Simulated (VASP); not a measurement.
# BaTiO3 (R3m) in VASP: settings compared

Aim: see how the results for BaTiO3 move with the level of theory and the settings. Levels: PBEsol+D3(BJ), PBEsol. Tasks: single point.

All numbers are computed with VASP 6.6.1; they aren't measurements. Logs are shortened: lines on timing, memory, paths and dates and some standing lists are left out, and cuts for length are marked.

## Step 1: The cell of the first run

Symmetry: R3m, No. 160, trigonal system. Conventional cell: a = 5.590 Å, b = 5.590 Å, c = 6.864 Å, α = 90.00°, β = 90.00°, γ = 120.00°. Ba (site symmetry 3m) has 12 O at 2.74 to 2.86 Å and 8 Ti at 3.36 to 3.50 Å within 3.6 Å. Ti (site symmetry 3m) has 6 O at 1.88 to 2.08 Å within 2.5 Å. Within 2.5 Å of O (site symmetry m) lie 2 Ti at 1.88 to 2.08 Å.

## Step 2: Single point, PBEsol+D3(BJ)

File INCAR:

```
SYSTEM = BaTiO3
PREC     = Accurate       ! precision mode
ENCUT    = 1340           ! plane-wave cutoff, eV
EDIFF    = 1E-6           ! SCF threshold, eV
ISMEAR   = 0              ! smearing method
SIGMA    = 0.01           ! smearing width, eV
LREAL    = .FALSE.        ! projectors in reciprocal space
LASPH    = .TRUE.         ! aspherical terms in the spheres
NELM     = 120            ! most SCF steps
ALGO     = Normal         ! electronic algorithm
ISIF     = 2              ! what is computed and relaxed
LWAVE    = .FALSE.        ! write WAVECAR
LCHARG   = .FALSE.        ! write CHGCAR
GGA      = PS             ! functional
IVDW     = 12             ! dispersion correction
NBANDS   = 28             ! bands
GGA_COMPAT= .FALSE.
```

File KPOINTS:

```
regular mesh
0
G
  4 4 4
  0 0 0
```

File POSCAR:

```
BaTiO3
1.0
    2.7951782404      1.6137969095      2.2879718602
   -2.7951782404      1.6137969095      2.2879718602
    0.0000000000     -3.2275938191      2.2879718602
Ba Ti O
1 1 3
Direct
   -0.0012877226     -0.0012877226     -0.0012877226
    0.4886040789      0.4886040789      0.4886040789
    0.5093617566      0.5093617566      0.0131601306
    0.0131601306      0.5093617566      0.5093617566
    0.5093617566      0.0131601306      0.5093617566
```

Potentials or basis: VASP PAW PBE potentials, release 64 (Ba_sv, Ti_sv, O_h).

Launch:

```bash
$ cat potpaw_PBE.64/Ba_sv/POTCAR potpaw_PBE.64/Ti_sv/POTCAR potpaw_PBE.64/O_h/POTCAR > POTCAR
$ mpirun -np 1 vasp_std > vasp.out
```

OUTCAR:

```text
SYSTEM = BaTiO3
   PREC = Accurate
   ENCUT = 1340
   EDIFF = 1E-6
   ISMEAR = 0
   LREAL = .FALSE.
   LASPH = .TRUE.
   NELM = 120
   ISIF = 2
   GGA = PS
   IVDW = 12
 IVDW          = 12

 ion  position               nearest neighbor table
   1  0.999  0.999  0.999-   3 2.74   4 2.74   5 2.74   3 2.80   3 2.80   4 2.80   5 2.80   5 2.80
                             4 2.80   3 2.86   4 2.86   5 2.86   2 3.36   2 3.40   2 3.40   2 3.40
   2  0.489  0.489  0.489-   4 1.88   5 1.88   3 1.88   5 2.08   4 2.08   3 2.08   1 3.36   1 3.40
                             1 3.40   1 3.40   1 3.45   1 3.45   1 3.45   1 3.50
   3  0.509  0.509  0.013-   2 1.88   2 2.08   1 2.74   1 2.80   1 2.80   1 2.86
   4  0.013  0.509  0.509-   2 1.88   2 2.08   1 2.74   1 2.80   1 2.80   1 2.86
   5  0.509  0.013  0.509-   2 1.88   2 2.08   1 2.74   1 2.80   1 2.80   1 2.86

  LATTYP: Found a trigonal (rhomboedric) cell.
 ALAT       =     3.9562832424
 COS(alpha) =     0.0016696912

  Lattice vectors:

 A1 = (   2.7951782404,   1.6137969095,   2.2879718602)
 A2 = (  -2.7951782404,   1.6137969095,   2.2879718602)
 A3 = (   0.0000000000,  -3.2275938191,   2.2879718602)

Analysis of symmetry for initial positions (statically):
=====================================================================
 Subroutine PRICEL returns:
 Original cell was already a primitive cell.

 Routine SETGRP: Setting up the symmetry group for a
 trigonal (rhombohedral) supercell.

 Subroutine GETGRP returns: Found  6 space group operations
 (whereof  6 operations were pure point group operations)
 out of a pool of 12 trial point group operations.

The static configuration has the point symmetry C_3v.

Analysis of symmetry for dynamics (positions and initial velocities):
=====================================================================
 Subroutine PRICEL returns:
 Original cell was already a primitive cell.

 Routine SETGRP: Setting up the symmetry group for a
 trigonal (rhombohedral) supercell.

 Subroutine GETGRP returns: Found  6 space group operations
 (whereof  6 operations were pure point group operations)
 out of a pool of 12 trial point group operations.

The dynamic configuration has the point symmetry C_3v.

 Subroutine INISYM returns: Found  6 space group operations
 (whereof  6 operations are pure point group operations),
 and found     1 'primitive' translations

----------------------------------------------------------------------------------------

                                     Primitive cell

  volume of cell :      61.9242

  direct lattice vectors                    reciprocal lattice vectors
     2.795178240  1.613796909  2.287971860     0.178879469  0.103276110  0.145689438
    -2.795178240  1.613796909  2.287971860    -0.178879469  0.103276110  0.145689438
     0.000000000 -3.227593819  2.287971860     0.000000000 -0.206552219  0.145689437

  length of vectors
     3.956283242  3.956283242  3.956283242     0.252763193  0.252763193  0.252763193

  position of ions in fractional coordinates (direct lattice)
     0.998712277  0.998712277  0.998712277
     0.488604079  0.488604079  0.488604079
     0.509361757  0.509361757  0.013160131
     0.013160131  0.509361757  0.509361757
     0.509361757  0.013160131  0.509361757

  ion indices of the primitive-cell ions
   primitive index   ion index
                 1           1
                 2           2
                 3           3
                 4           4
                 5           5

----------------------------------------------------------------------------------------

 KPOINTS: regular mesh

Automatic generation of k-mesh.
 Grid dimensions read from file:
 generate k-points for:    4    4    4

 Generating k-lattice:

  Cartesian coordinates                     Fractional coordinates (reciprocal lattice)
     0.044719867  0.025819027  0.036422359     0.250000000  0.000000000 -0.000000000
    -0.044719867  0.025819027  0.036422359     0.000000000  0.250000000 -0.000000000
     0.000000000 -0.051638055  0.036422359     0.000000000  0.000000000  0.250000000

  Length of vectors
     0.063190798  0.063190798  0.063190798

  Shift w.r.t. Gamma in fractional coordinates (k-lattice)
     0.000000000  0.000000000  0.000000000

 Subroutine IBZKPT returns following result:
 ===========================================

 Found     13 irreducible k-points:

 Following reciprocal coordinates:
            Coordinates               Weight
  0.000000  0.000000  0.000000      1.000000
  0.250000  0.000000  0.000000      6.000000
  0.500000  0.000000  0.000000      3.000000
  0.250000  0.250000  0.000000      6.000000
  0.500000  0.250000  0.000000     12.000000
 -0.250000  0.250000  0.000000      6.000000
  0.500000  0.500000  0.000000      3.000000
  0.250000  0.250000  0.250000      2.000000
  0.500000  0.250000  0.250000      6.000000
 -0.250000  0.250000  0.250000      6.000000
  0.500000  0.500000  0.250000      6.000000
 -0.250000  0.500000  0.250000      6.000000
  0.500000  0.500000  0.500000      1.000000
   k-points           NKPTS =     13   k-points in BZ     NKDIM =     13   number of bands    NBANDS=     28
   number of dos      NEDOS =    301   number of ions     NIONS =      5
   total plane-waves  NPLWV = 110592
   dimension x,y,z NGX =    48 NGY =   48 NGZ =   48
   dimension x,y,z NGXF=    96 NGYF=   96 NGZF=   96
   ions per type =               1   1   3
   NGX,Y,Z   is equivalent  to a cutoff of  20.17, 20.17, 20.17 a.u.
   NGXF,Y,Z  is equivalent  to a cutoff of  40.34, 40.34, 40.34 a.u.
 SYSTEM =  BaTiO3
   PREC   = accura    normal or accurate (medium, high low for compatibility)
   ISTART =      0    job   : 0-new  1-cont  2-samecut
   ICHARG =      2    charge: 1-file 2-atom 10-const
   ISPIN  =      1    spin polarized calculation?
   LNONCOLLINEAR =      F non collinear calculations
   LSORBIT =      F    spin-orbit coupling
   LASPH  =      T    aspherical Exc in radial PAW
   ENCUT  = 1340.0 eV  98.49 Ry    9.92 a.u.  11.81 11.81 11.81*2*pi/ulx,y,z
   NELM   =    120;   NELMIN=  2; NELMDL= -5     # of ELM steps
   EDIFF  = 0.1E-05   stopping-criterion for ELM
   LREAL  =      F    real-space projection
[... 7 lines left out ...]
   TEBEG  =    0.0;   TEEND  =   0.0 temperature during run
   PSTRESS=    0.0 pullay stress
   NELECT =      40.0000    total number of electrons
   NUPDOWN=      -1.0000    fix difference up-down
   EMIN   =  10.00;   EMAX   =-10.00  energy-range for DOS
   EFERMI =   0.00;   METHOD = LEGACY
   ISMEAR =     0;   SIGMA  =   0.01  broadening in eV -4-tet -1-fermi 0-gaus
   EFERMI_NEDOS =   21; number of points for ismear=-14 and -15
   IALGO  =     38    algorithm
   IMIX   =      4    mixing-type and parameters
     AMIX     =   0.40;   BMIX     =  1.00
     AMIX_MAG =   1.60;   BMIX_MAG =  1.00
  volume/ion in A,a.u.               =      12.38        83.58
  Fermi-wavevector in a.u.,A,eV,Ry     =   1.415168  2.674280 27.248401  2.002701
  Thomas-Fermi vector in A             =   2.536635
   LORBIT       =      0    0 simple, 1 ext, 2 COOP (PROOUT), +10 PAW based schemes
   GGA     = PS    functional components
   LHFCALC =     F    Hartree Fock is set to
   AEXX    =    0.0000 exact exchange contribution
   IVDW    =    12    specifies the selected vdW correction
   LEPSILON=     F    determine dielectric tensor
   LRPA    =     F    only Hartree local field effects (RPA)
 non-spin polarized calculation
 Gauss-broadening in eV      SIGMA  =   0.01
  energy-cutoff  :     1340.00
  volume of cell :       61.92
 maximum number of plane-waves:      6931
   NGX = 23   NGY = 23   NGZ = 23

 number of electron      40.0000003 magnetization

 Free energy of the ion-electron system (eV)
  ---------------------------------------------------
  ext. energy  EPLUGINS =         0.00000000
  ---------------------------------------------------
  free energy    TOTEN  =       -41.98824838 eV

  energy without entropy =      -41.98824838  energy(sigma->0) =      -41.98824838

 E-fermi :   4.4369     XC(G=0): -11.6971

 val. band max:        4.2962113584   @ k =   0.5000   0.5000   0.5000
 cond. band min:       6.4781099831   @ k =   0.0000   0.0000   0.0000
 fundamental gap:      2.1818986247
 Fermi energy:         4.4368820800

 k-point     1 :       0.0000    0.0000    0.0000
  band No.  band energies     occupation
      1     -51.7202      2.00000
      2     -28.0945      2.00000
      3     -28.0945      2.00000
      4     -28.0871      2.00000
      5     -20.3725      2.00000
      6     -12.5512      2.00000
[... 20 lines left out ...]
     27       9.2764      0.00000
     28      11.8679      0.00000

 k-point     2 :       0.2500    0.0000    0.0000
  band No.  band energies     occupation
      1     -51.7195      2.00000
      2     -28.1250      2.00000
      3     -28.0932      2.00000
      4     -28.0879      2.00000
      5     -20.2993      2.00000
      6     -12.6608      2.00000
[... 20 lines left out ...]
     27      10.4619      0.00000
     28      12.8276      0.00000

 k-point     3 :       0.5000    0.0000    0.0000
  band No.  band energies     occupation
      1     -51.7189      2.00000
      2     -28.1570      2.00000
      3     -28.0919      2.00000
      4     -28.0868      2.00000
      5     -20.2235      2.00000
      6     -12.8610      2.00000
[... 20 lines left out ...]
     27      12.0098      0.00000
     28      12.6290      0.00000

 k-point     4 :       0.2500    0.2500    0.0000
  band No.  band energies     occupation
      1     -51.7189      2.00000
      2     -28.1246      2.00000
      3     -28.1213      2.00000
      4     -28.0890      2.00000
      5     -20.2400      2.00000
      6     -12.5525      2.00000
[... 237 lines left out ...]
     27      12.5746      0.00000
     28      12.8945      0.00000

 k-point    12 :      -0.2500    0.5000    0.2500
  band No.  band energies     occupation
      1     -51.7176      2.00000
      2     -28.1528      2.00000
      3     -28.1225      2.00000
      4     -28.1160      2.00000
      5     -20.1358      2.00000
      6     -12.2835      2.00000
[... 20 lines left out ...]
     27      12.6669      0.00000
     28      12.7457      0.00000

 k-point    13 :       0.5000    0.5000    0.5000
  band No.  band energies     occupation
      1     -51.7164      2.00000
      2     -28.1513      2.00000
      3     -28.1513      2.00000
      4     -28.1436      2.00000
      5     -20.0518      2.00000
      6     -11.6085      2.00000
[... 20 lines left out ...]
     27      12.6399      0.00000
     28      12.6399      0.00000

------------------------ aborting loop because EDIFF is reached ----------------------------------------

 Edisp (eV)   -1.36973

 E8    (eV) :    -0.9486

  FORCE on cell =-STRESS in cart. coord.  units (eV):
  Direction    XX          YY          ZZ          XY          YZ          ZX
  --------------------------------------------------------------------------------------
  -------------------------------------------------------------------------------------
  Total       0.76408     0.76408     0.74950    -0.00000    -0.00000     0.00000
  in kB      19.76922    19.76922    19.39201    -0.00000    -0.00000     0.00000
  external pressure =       19.64 kB  Pullay stress =        0.00 kB

 VOLUME and BASIS-vectors are now :
 -----------------------------------------------------------------------------
  energy-cutoff  :     1340.00
  volume of cell :       61.92
      direct lattice vectors                 reciprocal lattice vectors
     2.795178240  1.613796909  2.287971860     0.178879469  0.103276110  0.145689438
    -2.795178240  1.613796909  2.287971860    -0.178879469  0.103276110  0.145689438
     0.000000000 -3.227593819  2.287971860     0.000000000 -0.206552219  0.145689437

 POSITION                                       TOTAL-FORCE (eV/Angst)
 -----------------------------------------------------------------------------------
      0.00000     -0.00000      6.85508         0.000000     -0.000000      0.036856
      0.00000     -0.00000      3.35374         0.000000     -0.000000      0.016085
      0.00000      1.60154      2.36092         0.000000      0.001415     -0.017647
     -1.38697     -0.80077      2.36092        -0.001225     -0.000707     -0.017647
      1.38697     -0.80077      2.36092         0.001225     -0.000707     -0.017647
 -----------------------------------------------------------------------------------
    total drift:                               -0.000000     -0.000000     -0.001851

  FREE ENERGIE OF THE ION-ELECTRON SYSTEM (eV)
  ---------------------------------------------------
  free  energy   TOTEN  =       -43.3579775329 eV

  energy  without entropy=      -43.3579775329  energy(sigma->0) =      -43.35797753
```

Wall time 64 s (1 thread of Intel Xeon Platinum 8559C (Emerald Rapids), shared host); peak memory 0.38 GiB.

What came out:

```yaml
Free_energy: -43.3580 eV
Pressure: 2.0 GPa
Largest_force: 0.037 eV/Å
Band_gap_on_the_k_mesh: 2.18 eV (least direct gap 2.46 eV)
Dispersion_energy_per_atom: -0.274 eV
```

Forces in eV/Å, atoms in the order of the input:
```
Ba   0.000  0.000  0.037
Ti   0.000  0.000  0.016
O    0.000  0.001 -0.018
O   -0.001 -0.001 -0.018
O    0.001 -0.001 -0.018
```

Caveat: the PAW data sets were made with another functional, which shifts forces and pressure a little; spin-orbit coupling is left out, which moves the levels of the heavy elements. PBEsol gaps usually lie below the measured ones, often by a third to a half.

## Step 3: Single point, PBEsol

This run uses another cell than the first one, of 12.72 Å³/atom.

File INCAR:

```
SYSTEM = BaTiO3
PREC = Accurate ; ENCUT = 1340
EDIFF = 1E-6 ; ISMEAR = 0
SIGMA = 0.01 ; LREAL = .False.
LASPH = .True. ; NELM = 120
ALGO = Normal ; ISIF = 2
LWAVE = .False. ; LCHARG = .True.
GGA = PS ; LELF = .True.
LVHAR = .True. ; NBANDS = 28
GGA_COMPAT = .False.
```

File KPOINTS:

```
Automatic mesh
0
Gamma
  4 4 4
  0 0 0
```

File POSCAR:

```
BaTiO3
1.0
    2.8185043947      1.6272642710      2.3110542002
   -2.8185043947      1.6272642710      2.3110542002
    0.0000000000     -3.2545285419      2.3110542002
Ba Ti O
1 1 3
Direct
   -0.0030252973     -0.0030252973     -0.0030252973
    0.4852047413      0.4852047413      0.4852047413
    0.5102471674      0.5102471674      0.0165262212
    0.0165262212      0.5102471674      0.5102471674
    0.5102471674      0.0165262212      0.5102471674
```

Potentials or basis: VASP PAW PBE potentials, release 64 (Ba_sv, Ti_sv, O_h).

Launch:

```bash
$ cat potpaw_PBE.64/Ba_sv/POTCAR potpaw_PBE.64/Ti_sv/POTCAR potpaw_PBE.64/O_h/POTCAR > POTCAR
$ mpirun -np 1 vasp_std > vasp.out
```

Wall time 2.3 min (1 thread of Intel Xeon Platinum 8259CL at 2.50GHz (Skylake/Cascade Lake), shared host); peak memory 0.39 GiB.

The run converged. Its results:

- Free energy: -42.0269 eV
- Pressure: 1.7 GPa
- Largest force: 0.046 eV/Å
- Band gap on the k mesh: 2.33 eV (least direct gap 2.72 eV)

Forces on the atoms (eV/Å):
```
Ba   0.000  0.000  0.046
Ti   0.000  0.000  0.025
O    0.000  0.006 -0.024
O   -0.005 -0.003 -0.024
O    0.005 -0.003 -0.024
```

Stress tensor (GPa, compression positive):
```
1.77 0.00 0.00
0.00 1.77 0.00
0.00 0.00 1.68
```

Levels at points of the mesh, in eV from the valence-band top:
```tsv
k point	band 16	band 17	band 18	band 19	band 20	band 21	band 22	band 23	band 24	band 25
(0.00, 0.00, 0.00)	-1.34	-1.10	-0.52	-0.38	-0.38	2.33	2.33	2.49	4.55	4.55
(0.50, 0.00, 0.00)	-2.11	-1.78	-1.67	-0.96	-0.83	2.52	3.80	3.91	4.51	6.23
(0.50, 0.50, 0.00)	-2.78	-1.63	-0.89	-0.85	-0.10	3.88	3.88	4.22	5.12	7.83
(0.50, 0.50, 0.50)	-2.39	-2.34	-0.02	-0.02	0.00	4.36	4.51	4.51	6.58	6.58
```

Caveat: the PAW data sets were made with another functional, which shifts forces and pressure a little; spin-orbit coupling is left out, which moves the levels of the heavy elements. A k mesh can miss the band edges.
